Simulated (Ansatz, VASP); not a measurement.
## Two plane-wave programs on CaB6

```
Ca B
1.0
     4.09429    0.00000    0.00000
     0.00000    4.09429    0.00000
     0.00000    0.00000    4.09429
Ca B
1 6
Direct
  0.50000 0.50000 0.50000
  0.00000 0.00000 0.29821
  0.00000 0.00000 0.70179
  0.29821 0.00000 0.00000
  0.70179 0.00000 0.00000
  0.00000 0.29821 0.00000
  0.00000 0.70179 0.00000
```

Alike in both runs: task single point; functional r2SCAN; k mesh 6 × 6 × 6; occupations fermi-dirac, width 0.02 eV; no spin polarisation.

|  | VASP | Ansatz |
| --- | --- | --- |
| version | VASP 6.6.1 | Ansatz 0.2.0 |
| potentials or method | VASP PAW PBE potentials, release 64 (Ca_sv, B) | plane waves, PAW |
| plane-wave cutoff (eV) | 520 | 500 |
| valence electrons in the cell | 28 | 28 |

VASP gave:

| Item | Value |
| --- | --- |
| pressure (GPa) | 5.5 |
| rms of the force components (eV/Å) | 0.105 |

Q: Which values does Ansatz return?

A: Pressure (GPa): 5.1; rms of the force components (eV/Å): 0.088.

VASP's potentials were made for PBE, not for r2SCAN. Atom by atom the forces differ by 0.017 eV/Å (rms over components).
